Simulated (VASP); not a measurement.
Input of a VASP 6.6.1 run:

File INCAR:

```
PREC = Accurate
ENCUT = 600
EDIFF = 1E-6
ISMEAR = 0
SIGMA = 0.1
LREAL = False
LASPH = True
NELM = 80
ALGO = Fast
ISIF = 3
LWAVE = False
LCHARG = False
GGA = PS
IBRION = 2
NSW = 100
EDIFFG = -0.01
```

Contents of KPOINTS:

```
Automatic mesh
0
Gamma
  21 21 6
```

File POSCAR:

```
Pt
1.0
    2.7077779377      0.0000000000      0.0000000000
   -1.3538889689      2.3450044818      0.0000000000
    0.0000000000      0.0000000000      9.8383077626
Pt
4
Direct
    0.3333333333      0.6666666667      0.3812846088
    0.6666666667      0.3333333333      0.8812846088
    0.6666666667      0.3333333333      0.6187153912
    0.3333333333      0.6666666667      0.1187153912
```

Potentials or basis: VASP PAW PBE potentials, release 64 (Pt).

Command:

```console
$ cat potpaw_PBE.64/Pt/POTCAR > POTCAR
$ mpirun -np 1 vasp_std > vasp.out
```

Question: What does it give for the relaxed cell?

Answer: a = 2.708 Å, b = 2.708 Å, c = 9.822 Å, α = 90.00°, β = 90.00°, γ = 120.00°.

Question: Predict the relaxed volume.

Answer: 15.59 Å³/atom.

Question: Estimate the space group after relaxing (to 0.1 Å).

Answer: P6_3/mmc (No. 194).

Step by step:
```
step  energy change (eV)  largest force (eV/Å)  pressure (GPa)  volume (Å³)
   1              0.0000                0.0144           -0.39        62.47
   2              0.0006                0.0153            1.15        62.13
   3             -0.0002                0.0057            0.06        62.36
   4             -0.0002                0.0046            0.14        62.35
   5             -0.0002                0.0053            0.15        62.35
   6             -0.0002                0.0187            0.00        62.38
   7             -0.0002                0.0049            0.05        62.37
```

Caveat: the highest band is partly filled, so the run has too few bands; the PAW data sets were made with another functional, which shifts forces and pressure a little.
